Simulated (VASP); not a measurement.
# AlNi (Cm) in VASP: single point with PBE

Aim: the single point of AlNi with PBE.

Program: VASP 6.6.1. These are calculated values, not measurements. Logs are shortened: lines on timing, memory, paths and dates and some standing lists are left out, and cuts for length are marked.

## 1. The cell of the first run

It takes space group Cm (No. 8, monoclinic). The conventional cell has a = 10.079 Å, b = 7.897 Å, c = 6.393 Å, α = 90.00°, β = 128.94°, γ = 90.00°. Al (site symmetry 1) has 8 Ni at 2.44 to 2.66 Å and 5 Al at 2.64 to 3.00 Å within 3.2 Å. Within 3.1 Å of Al (site symmetry m) lie 8 Ni at 2.32 to 2.94 Å and 3 Al at 2.60 to 2.89 Å. Al (site symmetry 1) has 8 Ni at 2.43 to 2.64 Å and 5 Al at 2.73 to 3.17 Å within 3.2 Å. Within 3.2 Å of Al (site symmetry m) lie 7 Ni at 2.42 to 2.71 Å and 6 Al at 2.78 to 3.02 Å. Within 3.1 Å of Al (site symmetry m) lie 7 Ni at 2.36 to 2.69 Å and 6 Al at 2.64 to 3.02 Å. Within 3.3 Å of Al (site symmetry m) lie 6 Ni at 2.47 to 2.85 Å and 7 Al at 2.60 to 2.78 Å. Ni (site symmetry m) has 6 Al at 2.47 to 2.94 Å and 7 Ni at 2.61 to 2.75 Å within 3.3 Å. Within 3.1 Å of Ni (site symmetry m) lie 8 Al at 2.38 to 2.85 Å and 5 Ni at 2.61 to 2.95 Å.

## 2. Single point, PBE

Contents of INCAR:

```
SYSTEM = AlNi
ALGO = Fast ; EDIFF = 1E-6
ENCUT = 520 ; GGA = PE
ISIF = 2 ; ISMEAR = 0
ISYM = 0 ; LASPH = .True.
LCHARG = .False. ; LREAL = Auto
LWAVE = .False. ; NBANDS = 66
NELM = 60 ; PREC = Accurate
SIGMA = 0.1
```

Contents of KPOINTS:

```
k-points
0
Gamma
  4 4 4
  0 0 0
```

Contents of POSCAR:

```
AlNi
1.0
    6.3932551474     -0.0155049257      0.0155131055
    3.1805095633     -0.0278972972     -5.5561139801
    3.1805063577      5.5561169338      0.0279010600
Al Ni
8 8
Direct
    0.0021889189      0.5312544813      0.5084362608
    0.2031926517      0.0145695945      0.5140528020
    0.5113319245      0.4459472712      0.5016515523
    0.0021893786      0.0089518138      0.0307381439
    0.2698122044      0.4977250891      0.9972102161
    0.5113325095      0.0021672944      0.9454309712
    0.7463608133      0.4935837303      0.9930693808
    0.7185061021      0.7658539161      0.2653383277
    0.7710551163      0.9884379826      0.4879210977
    0.2916103538      0.7473066048      0.2467903880
    0.4782809045      0.2291458574      0.2494981884
    0.2255974081      0.2478285584      0.7473119864
    0.4782795082      0.7500154931      0.7286299155
    0.0144342522      0.2765445651      0.2481541876
    0.7551068254      0.2559977778      0.7554811771
    0.0144341728      0.7486702498      0.7760285380
```

Potentials or basis: VASP PAW PBE potentials, release 64 (Al, Ni).

Run with:

```bash
cat potpaw_PBE.64/Al/POTCAR potpaw_PBE.64/Ni/POTCAR > POTCAR
mpirun -np 1 vasp_std > vasp.out
```

OUTCAR:

```text
SYSTEM = AlNi
   EDIFF = 1E-6
   ENCUT = 520
   GGA = PE
   ISIF = 2
   ISMEAR = 0
   ISYM = 0
   LASPH = .True.
   LREAL = Auto
   NELM = 60
   PREC = Accurate

 ion  position               nearest neighbor table
   1  0.002  0.531  0.508-  12 2.44  16 2.50  11 2.54  14 2.55   9 2.55  10 2.55  13 2.61   8 2.64
                            15 2.66   7 2.72   5 2.85   2 2.89   3 3.00
   2  0.203  0.015  0.514-  15 2.32  10 2.38  14 2.41  16 2.41  12 2.44  13 2.49  11 2.49   8 2.60
                             1 2.89   4 2.89   9 2.94   6 3.17   3 3.17
   3  0.511  0.446  0.502-  12 2.43  15 2.50  11 2.51  14 2.53  10 2.54   9 2.55  13 2.57  16 2.64
                             8 2.73   5 2.78   7 2.84   1 3.00   2 3.17
   4  0.002  0.009  0.031-  12 2.44  14 2.50  13 2.54  16 2.55   9 2.55  10 2.55  11 2.61   8 2.64
                            15 2.66   7 2.71   5 2.85   2 2.89   6 3.00
   5  0.270  0.498  0.997-  14 2.42  16 2.42  11 2.42  13 2.42  15 2.46  10 2.61  12 2.71   6 2.78
                             3 2.78   8 2.78   1 2.85   4 2.85   7 3.02
   6  0.511  0.002  0.945-  12 2.43  15 2.50  13 2.51  16 2.53  10 2.54   9 2.55  11 2.57  14 2.64
                             8 2.73   5 2.78   7 2.84   4 3.00   2 3.17
   7  0.746  0.494  0.993-  15 2.36  10 2.38  12 2.45  14 2.62  16 2.62   8 2.64  11 2.69  13 2.69
                             4 2.71   1 2.72   3 2.84   6 2.84   5 3.02
   8  0.719  0.766  0.265-   9 2.47  13 2.58  11 2.58   2 2.60   1 2.64   4 2.64   7 2.64   3 2.73
                             6 2.73  14 2.74  16 2.74   5 2.78  10 2.85
   9  0.771  0.988  0.488-   8 2.47   4 2.55   1 2.55   3 2.55   6 2.55  10 2.61  15 2.63  11 2.66
                            13 2.66  14 2.70  16 2.70  12 2.75   2 2.94
  10  0.292  0.747  0.247-   7 2.38   2 2.38   6 2.54   3 2.54   4 2.55   1 2.55   5 2.61   9 2.61
                             8 2.85  13 2.92  11 2.92  14 2.95  16 2.95
  11  0.478  0.229  0.249-   5 2.42   2 2.49   3 2.51   1 2.54   6 2.57   8 2.58   4 2.61   9 2.66
                             7 2.69  15 2.77  12 2.77  14 2.83  10 2.92
  12  0.226  0.248  0.747-   3 2.43   6 2.43   1 2.44   4 2.44   2 2.44   7 2.45   5 2.71   9 2.75
                            13 2.77  11 2.77  16 2.81  14 2.81  15 2.96
  13  0.478  0.750  0.729-   5 2.42   2 2.49   6 2.51   4 2.54   3 2.57   8 2.58   1 2.61   9 2.66
                             7 2.69  15 2.77  12 2.77  16 2.83  10 2.92
  14  0.014  0.277  0.248-   2 2.41   5 2.42   4 2.50   3 2.53   1 2.55   7 2.62   6 2.64   9 2.70
                             8 2.74  12 2.81  15 2.83  11 2.83  10 2.95
  15  0.755  0.256  0.755-   2 2.32   7 2.36   5 2.46   3 2.50   6 2.50   9 2.63   1 2.66   4 2.66
                            11 2.77  13 2.77  14 2.83  16 2.83  12 2.96
  16  0.014  0.749  0.776-   2 2.41   5 2.42   1 2.50   6 2.53   4 2.55   7 2.62   3 2.64   9 2.70
                             8 2.74  12 2.81  15 2.83  13 2.83  10 2.95

IMPORTANT INFORMATION: All symmetrisations will be switched off!
NOSYMM: (Re-)initialisation of all symmetry stuff for point group C_1.

----------------------------------------------------------------------------------------

                                     Primitive cell

  volume of cell :     197.9084

  direct lattice vectors                    reciprocal lattice vectors
     6.393255147 -0.015504926  0.015513106     0.155979460 -0.089738476  0.089738553
     3.180509563 -0.027897297 -5.556113980     0.000437704  0.000652014 -0.179734626
     3.180506358  5.556116934  0.027901060     0.000437475  0.179734662 -0.000652024

  length of vectors
     6.393292770  6.402095118  6.402096105     0.201086036  0.179736342  0.179736377

  position of ions in fractional coordinates (direct lattice)
     0.002188919  0.531254481  0.508436261
     0.203192652  0.014569595  0.514052802
     0.511331924  0.445947271  0.501651552
     0.002189379  0.008951814  0.030738144
     0.269812204  0.497725089  0.997210216
     0.511332510  0.002167294  0.945430971
[... 8 lines left out ...]
     0.755106825  0.255997778  0.755481177
     0.014434173  0.748670250  0.776028538

  ion indices of the primitive-cell ions
   primitive index   ion index
                 1           1
                 2           2
                 3           3
                 4           4
                 5           5
                 6           6
[... 8 lines left out ...]
                15          15
                16          16

----------------------------------------------------------------------------------------

 KPOINTS: k-points

Automatic generation of k-mesh.
 Grid dimensions read from file:
 generate k-points for:    4    4    4

 Generating k-lattice:

  Cartesian coordinates                     Fractional coordinates (reciprocal lattice)
     0.038994865 -0.022434619  0.022434638     0.250000000 -0.000000000 -0.000000000
     0.000109426  0.000163004 -0.044933657     0.000000000  0.250000000  0.000000000
     0.000109369  0.044933666 -0.000163006    -0.000000000 -0.000000000  0.250000000

  Length of vectors
     0.050271509  0.044934085  0.044934094

  Shift w.r.t. Gamma in fractional coordinates (k-lattice)
     0.000000000  0.000000000  0.000000000

 Subroutine IBZKPT returns following result:
 ===========================================

 Found     36 irreducible k-points:

 Following reciprocal coordinates:
            Coordinates               Weight
  0.000000  0.000000  0.000000      1.000000
  0.250000  0.000000  0.000000      2.000000
  0.500000  0.000000  0.000000      1.000000
 -0.000000  0.250000  0.000000      2.000000
 -0.000000  0.000000 -0.250000      2.000000
  0.250000  0.250000  0.000000      2.000000
[... 16 lines left out ...]
  0.000000 -0.250000  0.500000      2.000000
  0.250000  0.500000  0.250000      2.000000
 [... further k-points ...]
   k-points           NKPTS =     36   k-points in BZ     NKDIM =     36   number of bands    NBANDS=     66
   number of dos      NEDOS =    301   number of ions     NIONS =     16
   total plane-waves  NPLWV = 110592
   dimension x,y,z NGX =    48 NGY =   48 NGZ =   48
   dimension x,y,z NGXF=    96 NGYF=   96 NGZF=   96
   ions per type =               8   8
   NGX,Y,Z   is equivalent  to a cutoff of  12.48, 12.46, 12.46 a.u.
   NGXF,Y,Z  is equivalent  to a cutoff of  24.96, 24.93, 24.93 a.u.
 SYSTEM =  AlNi
   PREC   = accura    normal or accurate (medium, high low for compatibility)
   ISTART =      0    job   : 0-new  1-cont  2-samecut
   ICHARG =      2    charge: 1-file 2-atom 10-const
   ISPIN  =      1    spin polarized calculation?
   LNONCOLLINEAR =      F non collinear calculations
   LSORBIT =      F    spin-orbit coupling
   LASPH  =      T    aspherical Exc in radial PAW
   ENCUT  =  520.0 eV  38.22 Ry    6.18 a.u.  11.89 11.90 11.90*2*pi/ulx,y,z
   NELM   =     60;   NELMIN=  2; NELMDL= -5     # of ELM steps
   EDIFF  = 0.1E-05   stopping-criterion for ELM
   LREAL  =      T    real-space projection
   EDIFFG = 0.1E-04   stopping-criterion for IOM
   NSW    =      0    number of steps for IOM
   IBRION =     -1    ionic relax: 0-MD 1-quasi-New 2-CG
   NFREE  =      0    steps in history (QN), initial steepest desc. (CG)
   ISIF   =      2    stress and relaxation
   ISYM   =      0    0-nonsym 1-usesym 2-fastsym
   POTIM  = 0.5000    time-step for ionic-motion
   TEBEG  =    0.0;   TEEND  =   0.0 temperature during run
   PSTRESS=    0.0 pullay stress
   NELECT =     104.0000    total number of electrons
   NUPDOWN=      -1.0000    fix difference up-down
   EMIN   =  10.00;   EMAX   =-10.00  energy-range for DOS
   EFERMI =   0.00;   METHOD = LEGACY
   ISMEAR =     0;   SIGMA  =   0.10  broadening in eV -4-tet -1-fermi 0-gaus
   EFERMI_NEDOS =   21; number of points for ismear=-14 and -15
   IALGO  =     68    algorithm
   IMIX   =      4    mixing-type and parameters
     AMIX     =   0.40;   BMIX     =  1.00
     AMIX_MAG =   1.60;   BMIX_MAG =  1.00
  volume/ion in A,a.u.               =      12.37        83.47
  Fermi-wavevector in a.u.,A,eV,Ry     =   1.321086  2.496491 23.745830  1.745269
  Thomas-Fermi vector in A             =   2.450866
   LORBIT       =      0    0 simple, 1 ext, 2 COOP (PROOUT), +10 PAW based schemes
   GGA     = PE    functional components
   LHFCALC =     F    Hartree Fock is set to
   AEXX    =    0.0000 exact exchange contribution
   IVDW    =     0    specifies the selected vdW correction
   LEPSILON=     F    determine dielectric tensor
   LRPA    =     F    only Hartree local field effects (RPA)
 non-spin polarized calculation
 RMM-DIIS sequential band-by-band and
 Gauss-broadening in eV      SIGMA  =   0.10
  energy-cutoff  :      520.00
  volume of cell :      197.91
 maximum number of plane-waves:      5361
   NGX = 23   NGY = 23   NGZ = 23

 number of electron     103.9999987 magnetization

 Free energy of the ion-electron system (eV)
  ---------------------------------------------------
  ext. energy  EPLUGINS =         0.00000000
  ---------------------------------------------------
  free energy    TOTEN  =       -82.44857222 eV

  energy without entropy =      -82.40848623  energy(sigma->0) =      -82.42852922

 E-fermi :   9.4533     XC(G=0): -11.8812

 val. band max:        9.4511610938   @ k =  -0.2500   0.0000   0.5000
 cond. band min:       9.4599903978   @ k =   0.5000   0.5000   0.5000
 fundamental gap:      0.0088293040
 Fermi energy:         9.4532625237

 k-point     1 :       0.0000    0.0000    0.0000
  band No.  band energies     occupation
      1      -1.3842      2.00000
      2       2.7185      2.00000
      3       3.0524      2.00000
      4       3.1621      2.00000
      5       3.3551      2.00000
      6       3.4190      2.00000
[... 56 lines left out ...]
     63      14.7862      0.00000
     64      14.9159      0.00000

 k-point     2 :       0.2500    0.0000    0.0000
  band No.  band energies     occupation
      1      -1.0061      2.00000
      2       1.7502      2.00000
      3       2.3155      2.00000
      4       2.4899      2.00000
      5       2.9833      2.00000
      6       3.0382      2.00000
[... 56 lines left out ...]
     63      14.0266      0.00000
     64      14.4981      0.00000

 k-point     3 :       0.5000    0.0000    0.0000
  band No.  band energies     occupation
      1       0.0612      2.00000
      2       0.1304      2.00000
      3       2.0557      2.00000
      4       2.3326      2.00000
      5       2.5132      2.00000
      6       2.6891      2.00000
[... 1396 lines left out ...]
     63      13.4761      0.00000
     64      13.7844      0.00000

 k-point    24 :       0.2500    0.5000    0.2500
  band No.  band energies     occupation
      1      -0.4211      2.00000
      2       0.7537      2.00000
      3       1.3914      2.00000
      4       2.4177      2.00000
      5       2.9140      2.00000
      6       3.8420      2.00000
[... 56 lines left out ...]
     63      13.2314      0.00000
     64      13.7492      0.00000

 [... further k-points ...]

 [bands above 64 left out]

------------------------ aborting loop because EDIFF is reached ----------------------------------------

  FORCE on cell =-STRESS in cart. coord.  units (eV):
  Direction    XX          YY          ZZ          XY          YZ          ZX
  --------------------------------------------------------------------------------------
  -------------------------------------------------------------------------------------
  Total       -0.0394532      0.1177537      0.1150964     -0.0188568     -0.0017890      0.0197335
  in kB       -0.3193958      0.9532813      0.9317690     -0.1526560     -0.0144826      0.1597538
  external PRESSURE =       0.5218849 kB  Pullay stress =       0.0000000 kB

 VOLUME and BASIS-vectors are now :
 -----------------------------------------------------------------------------
  energy-cutoff  :      520.00
  volume of cell :      197.91
      direct lattice vectors                 reciprocal lattice vectors
     6.393255147 -0.015504926  0.015513106     0.155979460 -0.089738476  0.089738553
     3.180509563 -0.027897297 -5.556113980     0.000437704  0.000652014 -0.179734626
     3.180506358  5.556116934  0.027901060     0.000437475  0.179734662 -0.000652024

 POSITION                                       TOTAL-FORCE (eV/Angst)
 -----------------------------------------------------------------------------------
      3.32074      2.81008     -2.93749         0.004526      0.002434     -0.002779
      2.98035      2.85258     -0.06346        -0.006553     -0.000083      0.000194
      6.28292      2.76687     -2.45580        -0.001712      0.011048      0.008240
      0.14023      0.17050     -0.04885         0.004714      0.002897     -0.002917
      6.47963      5.52255     -2.73341        -0.004941     -0.006951      0.006786
      6.28292      5.24494      0.02227        -0.001897     -0.007469     -0.010453
[... 8 lines left out ...]
      8.04461      4.17869     -1.38956        -0.014647      0.000666     -0.000596
      4.94160      4.29060     -4.13782        -0.011834      0.013131      0.008171
 -----------------------------------------------------------------------------------
    total drift:                               -0.004228     -0.003017      0.005082

  FREE ENERGIE OF THE ION-ELECTRON SYSTEM (eV)
  ---------------------------------------------------
  free  energy   TOTEN  =       -82.4485722158 eV

  energy  without entropy=      -82.4084862312  energy(sigma->0) =      -82.42852922
```

Wall time 16 min (1 thread of Intel Xeon Platinum 8375C at 2.90GHz (Ice Lake), shared host); peak memory 0.48 GiB.

Results:

| Quantity | Value |
| --- | --- |
| Free energy | -82.4486 eV |
| Pressure | 0.1 GPa |
| Largest force | 0.019 eV/Å |
| Band gap on the k mesh | zero (band 52 reaches 10.46 eV, above the bottom of band 53 at 9.02 eV) |

Forces on the atoms (eV/Å):
```
Al   0.005  0.002 -0.003
Al  -0.007  0.000  0.000
Al  -0.002  0.011  0.008
Al   0.005  0.003 -0.003
Al  -0.005 -0.007  0.007
Al  -0.002 -0.007 -0.010
Al   0.001 -0.003  0.004
Al   0.010  0.006 -0.007
Ni   0.007  0.000  0.000
Ni   0.002  0.002 -0.002
Ni   0.008 -0.008  0.011
Ni   0.009  0.007 -0.007
Ni   0.007 -0.012  0.008
Ni  -0.012 -0.008 -0.013
Ni  -0.015  0.001 -0.001
Ni  -0.012  0.013  0.008
```

Spin polarisation is off, so any magnetic state and its effect on volume and gap are missing.
